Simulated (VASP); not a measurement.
Runs of VASP 6.6.1 on I. The structure is that of space group Im-3m (No. 229), or close to it. The cells are those of the table. 

```tsv
cell	gap on the mesh (eV)	pressure (GPa)
a = 3.234 Å, angles 109.5°, 1 atom	none	(a)
a = 3.085 Å, angles 109.5°, 1 atom	none	39.9
a = 3.613 Å, angles 109.5°, 1 atom	none	0.0
a = 2.988 Å, angles 109.5°, 1 atom	none	59.8
```

Alike in all rows: task single point; level r2SCAN; potentials or basis VASP PAW PBE potentials, release 64 (I); no spin polarisation; k mesh 8 × 8 × 8; cutoff (eV) 550; smearing fermi-dirac 0.05 eV.

Question: Fill in the values left out.

Answer: (a) 19.9.

Caveats: the PAW data sets were made with another functional, which shifts forces and pressure a little; spin-orbit coupling is left out, which moves the levels of the heavy elements; an odd number of electrons without spin polarisation forces a metal; a magnetic or distorted state may lie lower; the cell stands under pressure (at least some runs).

A k mesh can miss the band edges, and the runs leave out spin-orbit coupling on I.

A gap of «none» marks levels without a gap at the run's occupations.
